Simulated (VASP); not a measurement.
# Hg (Pm-3m) in VASP: further runs

The runs below take Hg through single point, relaxation of cell and atoms, with r2SCAN.

Everything below comes from runs of VASP 6.6.1. Logs are shortened: lines on timing, memory, paths and dates and some standing lists are left out, and cuts for length are marked.

## (1) The cell of the first run

It takes space group Pm-3m (No. 221, cubic). The conventional cell has a = 3.011 Å, b = 3.011 Å, c = 3.011 Å, α = 90.00°, β = 90.00°, γ = 90.00°. Hg (site symmetry m-3m) has 6 Hg at 3.01 Å within 4.0 Å.

## (2) Single point, r2SCAN

Contents of POSCAR:

```
Hg
1.0
    3.0110175300      0.0000000000      0.0000000000
    0.0000000000      3.0110175300      0.0000000000
    0.0000000000      0.0000000000      3.0110175300
Hg
1
Direct
    0.0000000000      0.0000000000      0.0000000000
```

Contents of INCAR.step1:

```
SYSTEM = Hg
  PREC = Accurate
  ENCUT = 520
  ISMEAR = 0
  SIGMA = 0.1
  LREAL = .FALSE.
  LASPH = .TRUE.
  NELM = 60
  NBANDS = 12
  GGA = PE
  ALGO = Normal
  EDIFF = 1E-4
  LWAVE = .TRUE.
  LCHARG = .FALSE.
```

Contents of INCAR.step2:

```
SYSTEM = Hg
  PREC = Accurate
  ENCUT = 520
  EDIFF = 1E-6
  ISMEAR = 0
  SIGMA = 0.1
  LREAL = .FALSE.
  LASPH = .TRUE.
  NELM = 60
  ALGO = Normal
  ISIF = 2
  LWAVE = .FALSE.
  LCHARG = .FALSE.
  METAGGA = R2SCAN
  LMIXTAU = .TRUE.
  NBANDS = 12
  ISTART = 1
```

Contents of KPOINTS:

```
regular mesh
0
G
  18 18 18
  0 0 0
```

Potentials or basis: VASP PAW PBE potentials, release 64 (Hg).

Run with:

```bash
cat potpaw_PBE.64/Hg/POTCAR > POTCAR
cp INCAR.step1 INCAR
mpirun -np 1 vasp_std > vasp.out
cp INCAR.step2 INCAR
mpirun -np 1 vasp_std > vasp.out
```

OUTCAR:

```text
SYSTEM = Hg
   PREC = Accurate
   ENCUT = 520
   EDIFF = 1E-6
   ISMEAR = 0
   LREAL = .FALSE.
   LASPH = .TRUE.
   NELM = 60
   ISIF = 2
   METAGGA = R2SCAN
   ISTART = 1

 ion  position               nearest neighbor table
   1  0.000  0.000  0.000-

  LATTYP: Found a simple cubic cell.
 ALAT       =     3.0110175300

  Lattice vectors:

 A1 = (   3.0110175300,   0.0000000000,   0.0000000000)
 A2 = (   0.0000000000,   3.0110175300,   0.0000000000)
 A3 = (   0.0000000000,   0.0000000000,   3.0110175300)

Analysis of symmetry for initial positions (statically):
=====================================================================
 Subroutine PRICEL returns:
 Original cell was already a primitive cell.

 Routine SETGRP: Setting up the symmetry group for a
 simple cubic supercell.

 Subroutine GETGRP returns: Found 48 space group operations
 (whereof 48 operations were pure point group operations)
 out of a pool of 48 trial point group operations.

The static configuration has the point symmetry O_h .

Analysis of symmetry for dynamics (positions and initial velocities):
=====================================================================
 Subroutine PRICEL returns:
 Original cell was already a primitive cell.

 Routine SETGRP: Setting up the symmetry group for a
 simple cubic supercell.

 Subroutine GETGRP returns: Found 48 space group operations
 (whereof 48 operations were pure point group operations)
 out of a pool of 48 trial point group operations.

The dynamic configuration has the point symmetry O_h .

 Subroutine INISYM returns: Found 48 space group operations
 (whereof 48 operations are pure point group operations),
 and found     1 'primitive' translations

----------------------------------------------------------------------------------------

                                     Primitive cell

  volume of cell :      27.2986

  direct lattice vectors                    reciprocal lattice vectors
     3.011017530  0.000000000  0.000000000     0.332113643  0.000000000  0.000000000
     0.000000000  3.011017530  0.000000000     0.000000000  0.332113643  0.000000000
     0.000000000  0.000000000  3.011017530     0.000000000  0.000000000  0.332113643

  length of vectors
     3.011017530  3.011017530  3.011017530     0.332113643  0.332113643  0.332113643

  position of ions in fractional coordinates (direct lattice)
     0.000000000  0.000000000  0.000000000

  ion indices of the primitive-cell ions
   primitive index   ion index
                 1           1

----------------------------------------------------------------------------------------

 KPOINTS: regular mesh

Automatic generation of k-mesh.
 Grid dimensions read from file:
 generate k-points for:   18   18   18

 Generating k-lattice:

  Cartesian coordinates                     Fractional coordinates (reciprocal lattice)
     0.018450758  0.000000000  0.000000000     0.055555556  0.000000000  0.000000000
     0.000000000  0.018450758  0.000000000     0.000000000  0.055555556  0.000000000
     0.000000000  0.000000000  0.018450758     0.000000000  0.000000000  0.055555556

  Length of vectors
     0.018450758  0.018450758  0.018450758

  Shift w.r.t. Gamma in fractional coordinates (k-lattice)
     0.000000000  0.000000000  0.000000000

 Subroutine IBZKPT returns following result:
 ===========================================

 Found    220 irreducible k-points:

 Following reciprocal coordinates:
            Coordinates               Weight
  0.000000  0.000000  0.000000      1.000000
  0.055556  0.000000  0.000000      6.000000
  0.111111  0.000000  0.000000      6.000000
  0.166667  0.000000  0.000000      6.000000
  0.222222  0.000000  0.000000      6.000000
  0.277778  0.000000  0.000000      6.000000
[... 16 lines left out ...]
  0.277778  0.111111  0.000000     24.000000
  0.333333  0.111111  0.000000     24.000000
 [... further k-points ...]
   k-points           NKPTS =    220   k-points in BZ     NKDIM =    220   number of bands    NBANDS=     12
   number of dos      NEDOS =    301   number of ions     NIONS =      1
   total plane-waves  NPLWV =  13824
   dimension x,y,z NGX =    24 NGY =   24 NGZ =   24
   dimension x,y,z NGXF=    48 NGYF=   48 NGZF=   48
   ions per type =               1
   NGX,Y,Z   is equivalent  to a cutoff of  13.25, 13.25, 13.25 a.u.
   NGXF,Y,Z  is equivalent  to a cutoff of  26.50, 26.50, 26.50 a.u.
 SYSTEM =  Hg
   PREC   = accura    normal or accurate (medium, high low for compatibility)
   ISTART =      1    job   : 0-new  1-cont  2-samecut
   ICHARG =      0    charge: 1-file 2-atom 10-const
   ISPIN  =      1    spin polarized calculation?
   LNONCOLLINEAR =      F non collinear calculations
   LSORBIT =      F    spin-orbit coupling
   LASPH  =      T    aspherical Exc in radial PAW
   ENCUT  =  520.0 eV  38.22 Ry    6.18 a.u.   5.60  5.60  5.60*2*pi/ulx,y,z
   NELM   =     60;   NELMIN=  2; NELMDL=  0     # of ELM steps
   EDIFF  = 0.1E-05   stopping-criterion for ELM
   LREAL  =      F    real-space projection
   EDIFFG = 0.1E-04   stopping-criterion for IOM
   NSW    =      0    number of steps for IOM
   IBRION =     -1    ionic relax: 0-MD 1-quasi-New 2-CG
   NFREE  =      0    steps in history (QN), initial steepest desc. (CG)
   ISIF   =      2    stress and relaxation
   ISYM   =      2    0-nonsym 1-usesym 2-fastsym
   POTIM  = 0.5000    time-step for ionic-motion
   TEBEG  =    0.0;   TEEND  =   0.0 temperature during run
   PSTRESS=    0.0 pullay stress
   NELECT =      12.0000    total number of electrons
   NUPDOWN=      -1.0000    fix difference up-down
   EMIN   =  10.00;   EMAX   =-10.00  energy-range for DOS
   EFERMI =   0.00;   METHOD = LEGACY
   ISMEAR =     0;   SIGMA  =   0.10  broadening in eV -4-tet -1-fermi 0-gaus
   EFERMI_NEDOS =   21; number of points for ismear=-14 and -15
   IALGO  =     38    algorithm
   IMIX   =      4    mixing-type and parameters
     AMIX     =   0.40;   BMIX     =  1.00
     AMIX_MAG =   1.60;   BMIX_MAG =  1.00
  volume/ion in A,a.u.               =      27.30       184.22
  Fermi-wavevector in a.u.,A,eV,Ry     =   1.244769  2.352272 21.081532  1.549449
  Thomas-Fermi vector in A             =   2.379021
   LORBIT       =      0    0 simple, 1 ext, 2 COOP (PROOUT), +10 PAW based schemes
   METAGGA = R2SCAN    functional components
   LHFCALC =     F    Hartree Fock is set to
   AEXX    =    0.0000 exact exchange contribution
   IVDW    =     0    specifies the selected vdW correction
   LEPSILON=     F    determine dielectric tensor
   LRPA    =     F    only Hartree local field effects (RPA)
 non-spin polarized calculation
 Gauss-broadening in eV      SIGMA  =   0.10
  energy-cutoff  :      520.00
  volume of cell :       27.30
 maximum number of plane-waves:       756
 NGX is ok and might be reduce to    24
   NGX = 11   NGY = 11   NGZ = 11

 number of electron      12.0000003 magnetization

 Free energy of the ion-electron system (eV)
  ---------------------------------------------------
  ext. energy  EPLUGINS =         0.00000000
  ---------------------------------------------------
  free energy    TOTEN  =       -49.34922784 eV

  energy without entropy =      -49.34803540  energy(sigma->0) =      -49.34863162

 E-fermi :   1.7599     XC(G=0): -10.5829

 val. band max:        1.7378521783   @ k =   0.5000   0.3333   0.3333
 cond. band min:       1.7883857931   @ k =   0.5000   0.4444   0.1111
 fundamental gap:      0.0505336147
 Fermi energy:         1.7598940439

 k-point     1 :       0.0000    0.0000    0.0000
  band No.  band energies     occupation
      1      -6.8104      2.00000
      2      -6.6557      2.00000
      3      -6.6557      2.00000
      4      -4.5646      2.00000
      5      -4.5646      2.00000
      6      -4.5646      2.00000
      7      12.0717      0.00000
      8      12.0717      0.00000
      9      12.0717      0.00000
     10      15.5732      0.00000
     11      17.5565      0.00000
     12      17.5565      0.00000

 k-point     2 :       0.0556    0.0000    0.0000
  band No.  band energies     occupation
      1      -6.7578      2.00000
      2      -6.6506      2.00000
      3      -6.6126      2.00000
      4      -4.5860      2.00000
      5      -4.5860      2.00000
      6      -4.5628      2.00000
      7      11.3613      0.00000
      8      12.1548      0.00000
      9      12.1548      0.00000
     10      15.9101      0.00000
     11      17.5373      0.00000
     12      18.0242      0.00000

 k-point     3 :       0.1111    0.0000    0.0000
  band No.  band energies     occupation
      1      -6.6756      2.00000
      2      -6.6357      2.00000
      3      -6.4103      2.00000
      4      -4.6469      2.00000
      5      -4.6469      2.00000
      6      -4.5577      2.00000
      7       9.9284      0.00000
      8      12.3996      0.00000
      9      12.3996      0.00000
     10      16.2600      0.00000
     11      17.4807      0.00000
     12      19.3877      0.00000

 k-point     4 :       0.1667    0.0000    0.0000
  band No.  band energies     occupation
      1      -6.6128      2.00000
      2      -6.6040      2.00000
      3      -6.0160      2.00000
      4      -4.7387      2.00000
      5      -4.7387      2.00000
      6      -4.5497      2.00000
      7       8.3339      0.00000
      8      12.7925      0.00000
      9      12.7925      0.00000
     10      16.4621      0.00000
     11      17.3896      0.00000
     12      21.2396      0.00000

 k-point     5 :       0.2222    0.0000    0.0000
  band No.  band energies     occupation
      1      -6.5845      2.00000
      2      -6.5261      2.00000
      3      -5.4592      2.00000
      4      -4.8486      2.00000
      5      -4.8486      2.00000
      6      -4.5400      2.00000
      7       6.7281      0.00000
      8      13.3117      0.00000
      9      13.3117      0.00000
     10      16.6322      0.00000
     11      17.2704      0.00000
     12      23.2950      0.00000
[... 228 lines left out ...]
      1      -6.5791      2.00000
      2      -6.3591      2.00000
      3      -5.9138      2.00000
      4      -4.8097      2.00000
      5      -4.7313      2.00000
      6      -4.6294      2.00000
      7       8.6059      0.00000
      8      10.5747      0.00000
      9      13.1245      0.00000
     10      17.0153      0.00000
     11      19.2090      0.00000
     12      21.1171      0.00000

 k-point    22 :       0.2222    0.1111    0.0000
  band No.  band energies     occupation
      1      -6.5381      2.00000
      2      -6.2934      2.00000
      3      -5.4194      2.00000
      4      -4.8629      2.00000
      5      -4.8399      2.00000
      6      -4.6191      2.00000
      7       6.9996      0.00000
      8      11.0183      0.00000
      9      13.6476      0.00000
     10      17.0882      0.00000
     11      18.9805      0.00000
     12      21.9859      0.00000

 k-point    23 :       0.2778    0.1111    0.0000
  band No.  band energies     occupation
      1      -6.4974      2.00000
      2      -6.2220      2.00000
      3      -5.1799      2.00000
      4      -4.9528      2.00000
      5      -4.6079      2.00000
      6      -4.5167      2.00000
      7       5.4259      0.00000
      8      11.5617      0.00000
      9      14.2694      0.00000
     10      17.1296      0.00000
     11      18.4762      0.00000
     12      21.7609      0.00000

 k-point    24 :       0.3333    0.1111    0.0000
  band No.  band energies     occupation
      1      -6.4612      2.00000
      2      -6.1510      2.00000
      3      -5.2416      2.00000
      4      -5.0564      2.00000
      5      -4.5972      2.00000
      6      -3.7266      2.00000
      7       3.9115      0.00000
      8      12.1825      0.00000
      9      14.9488      0.00000
     10      17.0951      0.00000
     11      17.7681      0.00000
     12      21.7050      0.00000

 [... further k-points ...]

------------------------ aborting loop because EDIFF is reached ----------------------------------------

  FORCE on cell =-STRESS in cart. coord.  units (eV):
  Direction    XX          YY          ZZ          XY          YZ          ZX
  --------------------------------------------------------------------------------------
  -------------------------------------------------------------------------------------
  Total        0.0663261      0.0663261      0.0663261      0.0000000      0.0000000      0.0000000
  in kB        3.8927356      3.8927356      3.8927356      0.0000000      0.0000000      0.0000000
  external PRESSURE =       3.8927356 kB  Pullay stress =       0.0000000 kB

 VOLUME and BASIS-vectors are now :
 -----------------------------------------------------------------------------
  energy-cutoff  :      520.00
  volume of cell :       27.30
      direct lattice vectors                 reciprocal lattice vectors
     3.011017530  0.000000000  0.000000000     0.332113643  0.000000000  0.000000000
     0.000000000  3.011017530  0.000000000     0.000000000  0.332113643  0.000000000
     0.000000000  0.000000000  3.011017530     0.000000000  0.000000000  0.332113643

 POSITION                                       TOTAL-FORCE (eV/Angst)
 -----------------------------------------------------------------------------------
      0.00000      0.00000      0.00000         0.000000      0.000000      0.000000
 -----------------------------------------------------------------------------------
    total drift:                                0.000000      0.000000      0.000000

  FREE ENERGIE OF THE ION-ELECTRON SYSTEM (eV)
  ---------------------------------------------------
  free  energy   TOTEN  =       -49.3492278351 eV

  energy  without entropy=      -49.3480353951  energy(sigma->0) =      -49.34863162
```

It took 78 s on 1 thread of Intel Xeon Platinum 8375C at 2.90GHz (Ice Lake), shared host; peak memory 0.2 GiB.

What came out:

```
Free energy            : -49.3492 eV
Pressure               : 0.4 GPa
Band gap on the k mesh : zero (band 6 reaches 6.42 eV, above the bottom of band 7 at 0.11 eV)
```

Caveat: the PAW data sets were made with another functional, which shifts forces and pressure a little; spin-orbit coupling is left out, which moves the levels of the heavy elements.

## (3) Relaxation of cell and atoms, r2SCAN

This run uses another cell than the first one, of 26.71 Å³/atom, 0.978 times its volume.

Contents of POSCAR:

```
Hg
1.0
    2.9890743616      0.0000000000      0.0000000000
    0.0000000000      2.9890743616      0.0000000000
    0.0000000000      0.0000000000      2.9890743616
Hg
1
Direct
    0.0000000000      0.0000000000      0.0000000000
```

Contents of INCAR.step1:

```
PREC = Accurate ; ENCUT = 600
ISMEAR = 0 ; SIGMA = 0.1
LREAL = False ; LASPH = True
NELM = 80 ; GGA = PE
ALGO = Normal ; EDIFF = 1E-4
LWAVE = True ; LCHARG = False
```

Contents of INCAR.step2:

```
PREC = Accurate ; ENCUT = 600
EDIFF = 1E-6 ; ISMEAR = 0
SIGMA = 0.1 ; LREAL = False
LASPH = True ; NELM = 80
ALGO = Normal ; ISIF = 3
LWAVE = False ; LCHARG = False
METAGGA = R2SCAN ; LMIXTAU = True
IBRION = 2 ; NSW = 100
EDIFFG = -0.01 ; ISTART = 1
```

Contents of KPOINTS:

```
Automatic mesh
0
Gamma
  18 18 18
```

Potentials or basis: VASP PAW PBE potentials, release 64 (Hg).

Run with:

```bash
cat potpaw_PBE.64/Hg/POTCAR > POTCAR
cp INCAR.step1 INCAR
mpirun -np 1 vasp_std > vasp.out
cp INCAR.step2 INCAR
mpirun -np 1 vasp_std > vasp.out
```

Run time: 8.8 min. Hardware: 1 thread of Oxide Virtual Turin-like, shared host; peak memory 0.18 GiB.

The run converged. Its results:

- Free energy: -49.3496 eV
- Relaxed volume: 27.74 Å³/atom
- Relaxed cell: a = 3.027 Å, b = 3.027 Å, c = 3.027 Å, α = 90.00°, β = 90.00°, γ = 90.00°
- Space group after relaxing (to 0.05 Å): Pm-3m (No. 221)
- Energy gained by relaxing: 3.5 meV/atom
- Ionic steps: 3
- Pressure after relaxing: 0.0 GPa
- Band gap on the k mesh: zero (band 6 reaches 6.14 eV, above the bottom of band 7 at 0.07 eV)

Step by step:
```csv
step,energy change (eV),largest force (eV/Å),pressure (GPa),volume (Å³)
1,0.0000,0.0000,1.17,26.71
2,-0.0033,0.0000,0.26,27.47
3,-0.0035,0.0000,-0.02,27.74
```

Final structure:
```
Hg
1.0
     3.02700    0.00000    0.00000
     0.00000    3.02700    0.00000
     0.00000    0.00000    3.02700
Hg
1
Direct
  0.00000 0.00000 0.00000
```

Levels at points of the mesh, in eV from the Fermi level:
```csv
k point,band 4,band 5,band 6,band 7,band 8,band 9
"(0.00, 0.00, 0.00)",-6.30,-6.30,-6.30,10.24,10.24,10.24
"(0.50, 0.00, 0.00)",-6.94,-6.24,-3.00,-1.57,14.08,14.08
"(0.50, 0.50, 0.00)",-6.84,-5.70,0.50,1.62,1.62,7.52
"(0.50, 0.50, 0.50)",-5.66,-5.66,4.50,4.88,4.88,4.88
```

Caveat: the PAW data sets were made with another functional, which shifts forces and pressure a little; spin-orbit coupling is left out, which moves the levels of the heavy elements.
